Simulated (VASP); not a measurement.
AlH:

```
CELL_PARAMETERS angstrom
1.63676 -4.31237 0.00000
1.63676 4.31237 0.00000
0.00000 0.00000 3.25961
ATOMIC_POSITIONS crystal
Al 0.35440 0.64560 0.75000
Al 0.64560 0.35440 0.25000
H 0.07760 0.92240 0.75000
H 0.92240 0.07760 0.25000
```

- Program: VASP 6.6.1
- Task: relaxation of cell and atoms
- Functional: PBE
- Potentials or basis: VASP PAW PBE potentials, release 64 (Al, H)
- Cutoff: 600 eV
- k mesh: 6 × 6 × 6
- Occupations: gaussian, width 0.1 eV
- Spin: no spin polarisation

At the start: pressure -9.9 GPa; volume 11.50 Å³/atom.

Problem. Where does the relaxation end?

Solution. Over 31 steps the energy falls by 220.7 meV/atom and the volume is 10.11 Å³/atom (-12.1 %); space group Cmcm (No. 63, to 0.05 Å).

The path:
```
step  energy change (eV)  largest force (eV/Å)  pressure (GPa)  volume (Å³)
   1              0.0000                0.2238           -9.91        46.01
   2             -0.2753                0.1934           -6.03        41.43
   3             -0.3784                0.2652            0.00        37.93
   4             -0.3816                0.2813            1.64        37.23
   5             -0.4515                0.1970            2.07        37.10
   6             -0.5824                0.1284            4.80        36.52
   7             -0.6190                0.1139            0.87        38.47
   8             -0.6190                0.1137            0.84        38.49
   9             -0.6368                0.0930           -0.83        39.15
  10             -0.6371                0.1112           -1.11        39.27
  11             -0.6512                0.1014           -0.57        39.09
  12             -0.6559                0.1110           -0.13        38.95
  13             -0.6876                0.1934            0.50        38.65
  14             -0.7905                0.1976            2.51        37.97
  15             -0.5895                0.4129           10.94        36.24
  16             -0.8236                0.1909            3.89        37.57
  17             -0.8236                0.2044            4.31        37.46
  18             -0.8279                0.2123            4.14        37.61
  19             -0.8281                0.2186            4.08        37.68
  20             -0.8365                0.1962            3.40        37.95
  21             -0.8540                0.1679            1.51        38.76
  22             -0.8583                0.2036           -1.71        40.43
  23             -0.8611                0.1868           -0.60        39.81
  24             -0.8632                0.1741           -0.52        39.80
  25             -0.8686                0.1384           -0.24        39.76
  26             -0.8755                0.0735            0.43        39.69
  27             -0.8757                0.0573            2.11        39.56
  28             -0.8778                0.0585            1.23        39.63
  29             -0.8808                0.0405            0.77        39.94
  30             -0.8828                0.0029            0.01        40.50
  31             -0.8828                0.0038            0.07        40.46
```

Final structure:
```xyz
4
Lattice="1.3978 -5.2938 0.0000 1.3978 5.2938 0.0000 0.0000 0.0000 2.7335" Properties=species:S:1:pos:R:3 pbc="T T T"
Al    1.3978    1.5722    2.0501
Al    1.3978   -1.5722    0.6834
H     1.3978    4.3925    2.0501
H     1.3978   -4.3925    0.6834
```
